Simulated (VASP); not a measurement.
Write the native input for VASP 6.6.1 that does the following.

| Quantity | Value |
| --- | --- |
| Task | single point |
| Functional | PBE |
| Potentials or basis | VASP PAW PBE potentials, release 64 (Cd, Hg, Se) |
| Cutoff | 520 eV |
| k mesh | 8 × 8 × 4 |
| Occupations | gaussian, width 0.1 eV |
| Spin | no spin polarisation |
| Dipole correction | no |
| Further INCAR settings | ALGO = Normal; EDIFF = 1e-07; NBANDS = 46 |

The structure of CdHg3Se4 lies in POSCAR:

```
CdHg3Se4
1.0
    4.5065421567      0.0000000000      0.0000000000
    0.0000000000      4.5065421567      0.0000000000
    0.0000000000      0.0000000000     12.7092748031
Cd Hg Se
1 3 4
Direct
    0.5000000000      0.5000000000      0.5000000000
    0.0000000000      0.0000000000      0.7485850000
    0.5000000000      0.5000000000      0.0000000000
    0.0000000000      0.0000000000      0.2514150000
    0.5000000000      0.0000000000      0.8742890000
    0.0000000000      0.5000000000      0.1257110000
    0.5000000000      0.0000000000      0.3773530000
    0.0000000000      0.5000000000      0.6226470000
```

The input as run:

INCAR

```
SYSTEM = CdHg3Se4
PREC = Accurate
ENCUT = 520
EDIFF = 1E-7
ISMEAR = 0
SIGMA = 0.1
LREAL = .FALSE.
LASPH = .TRUE.
NELM = 100
ALGO = Normal
ISIF = 2
LWAVE = .FALSE.
LCHARG = .FALSE.
GGA = PE
NBANDS = 46
```

KPOINTS

```
regular mesh
0
G
  8 8 4
  0 0 0
```

Potentials or basis: VASP PAW PBE potentials, release 64 (Cd, Hg, Se).

Launch:

```sh
$ cat potpaw_PBE.64/Cd/POTCAR potpaw_PBE.64/Hg/POTCAR potpaw_PBE.64/Se/POTCAR > POTCAR
$ mpirun -np 1 vasp_std > vasp.out
```

Results of the run:

* Pressure: -2.0 GPa
* Band gap on the k mesh: zero (filled and empty bands touch)

Caveat: semilocal functionals underestimate gaps, so a narrow gap can read as zero; spin-orbit coupling is left out, which moves the levels of the heavy elements.

It took 5.1 min on 1 thread of Intel(R) Xeon(R) 6975P-C (Granite Rapids), on a shared host, peak memory 0.65 GiB.
